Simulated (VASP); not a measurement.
Input of a VASP 6.6.1 run:

INCAR

```
  PREC = Accurate
  ENCUT = 520
  EDIFF = 1E-7
  ISMEAR = -1
  SIGMA = 0.1
  LREAL = False
  LASPH = True
  NELM = 60
  ALGO = Normal
  ISIF = 2
  LWAVE = False
  LCHARG = True
  GGA = RP
  LELF = True
  LVHAR = True
  NBANDS = 30
```

File KPOINTS:

```
regular mesh
0
Gamma
  14 14 4
```

POSCAR

```
Au
1.0
    2.9839771193      0.0000000000      0.0000000000
   -1.4919885596      2.5841999896      0.0000000000
    0.0000000000      0.0000000000      9.9911282313
Au
4
Direct
    0.0000000000      0.0000000000      0.0000000000
    0.0000000000      0.0000000000      0.5000000000
    0.3333333333      0.6666666667      0.2500000000
    0.6666666667      0.3333333333      0.7500000000
```

Potentials or basis: VASP PAW PBE potentials, release 64 (Au).

Run with:

```sh
$ cat potpaw_PBE.64/Au/POTCAR > POTCAR
$ mpirun -np 1 vasp_std > vasp.out
```

Question: What does it give for the band gap on the k mesh?

Answer: Zero (band 22 reaches 9.98 eV, above the bottom of band 23 at 5.48 eV).

Question: Estimate the pressure.

Answer: -4.2 GPa.

Stress tensor (GPa, compression positive):
```
-4.05  0.00  0.00
 0.00 -4.05  0.00
 0.00  0.00 -4.52
```

Caveat: the PAW data sets were made with another functional, which shifts forces and pressure a little; spin-orbit coupling is left out, which moves the levels of the heavy elements.
